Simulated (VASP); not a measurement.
# La2BeSe4 (R3m) in VASP: notebook, part 2 of 2

VASP 6.6.1. The steps go on from the part before.

## Step 3: Single point, PBE

This run uses another cell than the first one, of 45.85 Å³/atom.

The input, INCAR:

```
PREC = Accurate
ENCUT = 520
EDIFF = 1E-6
ISMEAR = 0
SIGMA = 0.1
LREAL = False
LASPH = True
NELM = 100
ALGO = Normal
ISIF = 2
LWAVE = False
LCHARG = False
GGA = PE
NBANDS = 33
```

The input, KPOINTS:

```
regular mesh
0
Gamma
  6 6 6
```

The input, POSCAR:

```
La2BeSe4
1.0
    4.7022031137      2.7148182335      4.1898904718
   -4.7022031137      2.7148182335      4.1898904718
    0.0000000000     -5.4296364670      4.1898904718
La Be Se
2 1 4
Direct
    0.7449777145      0.7449777145      0.7449777145
    0.1956595102      0.1956595102      0.1956595102
    0.4701461888      0.4701461888      0.4701461888
    0.9710418773      0.4716268897      0.9710418773
    0.9710418773      0.9710418773      0.4716268897
    0.4716268897      0.9710418773      0.9710418773
    0.9703869523      0.9703869523      0.9703869523
```

Potentials or basis: VASP PAW PBE potentials, release 64 (La, Be, Se).

Started as:

```console
$ cat potpaw_PBE.64/La/POTCAR potpaw_PBE.64/Be/POTCAR potpaw_PBE.64/Se/POTCAR > POTCAR
$ mpirun -np 1 vasp_std > vasp.out
```

OUTCAR:

```text
PREC = Accurate
   ENCUT = 520
   EDIFF = 1E-6
   ISMEAR = 0
   LREAL = False
   LASPH = True
   NELM = 100
   ISIF = 2
   GGA = PE

 ion  position               nearest neighbor table
   1  0.745  0.745  0.745-   4 2.81   6 2.81   5 2.81   7 2.83
   2  0.196  0.196  0.196-   4 2.81   6 2.81   5 2.81   7 2.83
   3  0.470  0.470  0.470-
   4  0.971  0.472  0.971-   1 2.81   2 2.81
   5  0.971  0.971  0.472-   1 2.81   2 2.81
   6  0.472  0.971  0.971-   1 2.81   2 2.81
   7  0.970  0.970  0.970-   2 2.83   1 2.83

  LATTYP: Found a trigonal (rhomboedric) cell.
 ALAT       =     6.8582894609
 COS(alpha) =     0.0598413565

  Lattice vectors:

 A1 = (   4.7022031137,   2.7148182335,   4.1898904718)
 A2 = (  -4.7022031137,   2.7148182335,   4.1898904718)
 A3 = (   0.0000000000,  -5.4296364670,   4.1898904718)

Analysis of symmetry for initial positions (statically):
=====================================================================
 Subroutine PRICEL returns:
 Original cell was already a primitive cell.

 Routine SETGRP: Setting up the symmetry group for a
 trigonal (rhombohedral) supercell.

 Subroutine GETGRP returns: Found  6 space group operations
 (whereof  6 operations were pure point group operations)
 out of a pool of 12 trial point group operations.

The static configuration has the point symmetry C_3v.

Analysis of symmetry for dynamics (positions and initial velocities):
=====================================================================
 Subroutine PRICEL returns:
 Original cell was already a primitive cell.

 Routine SETGRP: Setting up the symmetry group for a
 trigonal (rhombohedral) supercell.

 Subroutine GETGRP returns: Found  6 space group operations
 (whereof  6 operations were pure point group operations)
 out of a pool of 12 trial point group operations.

[... 132 lines left out ...]
  Fermi-wavevector in a.u.,A,eV,Ry     =   0.869007  1.642185 10.274752  0.755173
  Thomas-Fermi vector in A             =   1.987767
   LORBIT       =      0    0 simple, 1 ext, 2 COOP (PROOUT), +10 PAW based schemes
   GGA     = PE    functional components
   LHFCALC =     F    Hartree Fock is set to
   AEXX    =    0.0000 exact exchange contribution
   IVDW    =     0    specifies the selected vdW correction
   LEPSILON=     F    determine dielectric tensor
   LRPA    =     F    only Hartree local field effects (RPA)
 non-spin polarized calculation
 Gauss-broadening in eV      SIGMA  =   0.10
  energy-cutoff  :      520.00
  volume of cell :      320.92
 maximum number of plane-waves:      8692
 NGX is ok and might be reduce to    54
   NGX = 25   NGY = 25   NGZ = 25

 number of electron      47.9999998 magnetization

 Free energy of the ion-electron system (eV)
  ---------------------------------------------------
  ext. energy  EPLUGINS =         0.00000000
  ---------------------------------------------------
  free energy    TOTEN  =       -29.79707404 eV

  energy without entropy =      -29.77400676  energy(sigma->0) =      -29.78554040

 E-fermi :   0.9954     XC(G=0):  -6.7940

 val. band max:        0.9922883846   @ k =   0.3333   0.3333   0.1667
 cond. band min:       1.0242914843   @ k =  -0.3333   0.3333   0.1667
 fundamental gap:      0.0320030997
 Fermi energy:         0.9953998113

 k-point     1 :       0.0000    0.0000    0.0000
  band No.  band energies     occupation
      1     -31.4586      2.00000
      2     -31.4482      2.00000
      3     -15.5480      2.00000
      4     -15.4596      2.00000
      5     -15.4596      2.00000
      6     -15.3834      2.00000
[... 853 lines left out ...]
     32       3.3785      0.00000
     33       3.3844      0.00000

 [... further k-points ...]

------------------------ aborting loop because EDIFF is reached ----------------------------------------

  FORCE on cell =-STRESS in cart. coord.  units (eV):
  Direction    XX          YY          ZZ          XY          YZ          ZX
  --------------------------------------------------------------------------------------
  -------------------------------------------------------------------------------------
  Total       -0.0080265     -0.0080265      0.0297472      0.0000000      0.0000000      0.0000000
  in kB       -0.0400719     -0.0400719      0.1485115      0.0000000      0.0000000      0.0000000
  external PRESSURE =       0.0227892 kB  Pullay stress =       0.0000000 kB

 VOLUME and BASIS-vectors are now :
 -----------------------------------------------------------------------------
  energy-cutoff  :      520.00
  volume of cell :      320.92
      direct lattice vectors                 reciprocal lattice vectors
     4.702203114  2.714818233  4.189890472     0.106333135  0.061391464  0.079556574
    -4.702203114  2.714818233  4.189890472    -0.106333135  0.061391464  0.079556574
     0.000000000 -5.429636467  4.189890472     0.000000000 -0.122782929  0.079556574

 POSITION                                       TOTAL-FORCE (eV/Angst)
 -----------------------------------------------------------------------------------
      0.00000      0.00000      9.36413         0.000000      0.000000      0.004170
      0.00000      0.00000      2.45938         0.000000     -0.000000      0.000712
      0.00000      0.00000      5.90958         0.000000      0.000000      0.001913
      2.34835     -1.35582     10.11318         0.000162     -0.000094     -0.002128
      0.00000      2.71164     10.11318         0.000000      0.000187     -0.002128
     -2.34835     -1.35582     10.11318        -0.000162     -0.000094     -0.002128
      0.00000      0.00000     12.19745         0.000000     -0.000000     -0.000411
 -----------------------------------------------------------------------------------
    total drift:                                0.000000     -0.000000      0.000533

  FREE ENERGIE OF THE ION-ELECTRON SYSTEM (eV)
  ---------------------------------------------------
  free  energy   TOTEN  =       -29.7970740415 eV

  energy  without entropy=      -29.7740067644  energy(sigma->0) =      -29.78554040
```

Run time: 5.4 min. Hardware: 1 thread of Intel Xeon 6975P-C (Granite Rapids), shared host; peak memory 0.63 GiB.

Results:

```
Free energy            : -29.7971 eV
Pressure               : 0.0 GPa
Largest force          : 0.004 eV/Å
Band gap on the k mesh : zero (bands 24 and 25 overlap by 1.36 eV)
```

Forces on the atoms (eV/Å):
```
La   0.000  0.000  0.004
La   0.000  0.000  0.001
Be   0.000  0.000  0.002
Se   0.000  0.000 -0.002
Se   0.000  0.000 -0.002
Se   0.000  0.000 -0.002
Se   0.000  0.000  0.000
```

Levels at points of the mesh, in eV from the Fermi level:
| k point | band 21 | band 22 | band 23 | band 24 | band 25 | band 26 | band 27 | band 28 |
| --- | --- | --- | --- | --- | --- | --- | --- | --- |
| (0.00, 0.00, 0.00) | -0.94 | -0.94 | -0.23 | 0.57 | 0.57 | 0.69 | 1.81 | 1.81 |
| (0.50, 0.00, 0.00) | -1.39 | -1.06 | -0.97 | 0.23 | 0.26 | 0.58 | 1.23 | 1.43 |
| (0.50, 0.50, 0.00) | -1.36 | -1.35 | -1.10 | -1.00 | 0.25 | 0.67 | 1.21 | 1.33 |
| (0.50, 0.50, 0.50) | -1.45 | -1.28 | -1.28 | -1.26 | -0.79 | 0.23 | 1.53 | 1.53 |

Caveat: spin-orbit coupling is left out, which moves the levels of the heavy elements.
